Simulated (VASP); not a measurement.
Zr: single point with LDA

Crystal: Zr.

```
Zr
1.0
     3.14397    0.00000    0.00000
    -1.57198    2.72275    0.00000
     0.00000    0.00000    5.08946
Zr
2
Direct
  0.33333 0.66667 0.25000
  0.66667 0.33333 0.75000
```

- Program: VASP 6.6.1
- Task: single point
- Functional: LDA
- Potentials or basis: VASP PAW LDA potentials, release 64 (Zr_sv)
- Cutoff: 520 eV
- k mesh: 12 × 12 × 6
- Occupations: methfessel-paxton, width 0.3 eV
- Spin: no spin polarisation
- Dipole correction: no
- Further INCAR settings: ALGO = Normal; EDIFF = 1e-06; NBANDS = 19

| Quantity | Value |
| --- | --- |
| Pressure | 0.1 GPa |
| Band gap on the k mesh | zero (band 12 reaches 10.50 eV, above the bottom of band 13 at 9.34 eV) |

Stress tensor (GPa, compression positive):
```
 0.18  0.00  0.00
 0.00  0.18  0.00
 0.00  0.00 -0.14
```

Levels at points of the mesh, in eV from the Fermi level:
| k point | band 9 | band 10 | band 11 | band 12 | band 13 | band 14 | band 15 | band 16 |
| --- | --- | --- | --- | --- | --- | --- | --- | --- |
| (0.00, 0.00, 0.00) | -5.72 | -3.21 | 0.88 | 0.88 | 0.88 | 1.41 | 1.60 | 1.60 |
| (0.50, 0.00, 0.00) | -2.80 | -2.58 | -2.35 | 0.07 | 0.60 | 0.78 | 1.50 | 5.39 |
| (0.00, 0.00, 0.50) | -3.97 | -3.97 | -0.02 | -0.02 | 0.81 | 0.81 | 0.81 | 0.81 |
| (0.50, 0.00, 0.50) | -3.06 | -3.06 | -1.23 | -1.23 | 1.98 | 1.98 | 2.39 | 2.39 |

Wall time 43 s on 1 thread of AMD EPYC 9R45 (Zen 5) (shared host), peak memory 0.14 GiB.
